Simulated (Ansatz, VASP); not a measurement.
Mg4CdS3: VASP beside Ansatz

```xyz
8
Lattice="3.6396 -0.0001 0.0001 -1.8199 3.1519 -0.0001 0.0025 -0.0010 13.8562" Properties=species:S:1:pos:R:3 pbc="T T T"
Mg    0.0010    2.1008    8.4436
Mg    1.8213    1.0499    5.4126
Mg    1.8211    1.0502    2.2962
Mg    0.0011    2.1008   11.5600
Cd    1.8196    3.1518    0.0000
S     1.8208    1.0501   10.0059
S     0.0013    2.1007    3.8503
S    -1.8186    3.1514    6.9280
```

Change from the starting cell: cell x1, atoms moved at random (sigma 0.1 Å) and cell strained at random (1.5 %), then relaxed without symmetry.

Alike in both runs: functional PBE; k mesh 6 × 6 × 2; occupations gaussian, width 0.2 eV; no spin polarisation.

Ansatz relaxed the structure, and its values are those at the end. VASP's run is a single point on that final structure, the one shown.

```csv
,VASP,Ansatz
version,VASP 6.6.1,Ansatz 0.2.0
potentials or method,"VASP PAW PBE potentials, release 64 (Mg, Cd, S), cutoff 520 eV","scalar-relativistic, plane waves, PAW"
valence electrons in the cell,38,78
```

```csv
,VASP,Ansatz,Ansatz less VASP
gap on the k mesh at the Fermi level (eV),none,none,-
pressure (GPa),-0.2,0.0,+0.20
rms of the force components (eV/Å),0.005,0.002,-0.0024
```

A gap of «none» marks a metal or a gap that the smearing closes. With one functional, cell and mesh, what is left measures potentials, basis and numerics. VASP's potentials hold 38 valence electrons a cell and Ansatz's 78, so a difference there can come from the potentials and not from the codes.
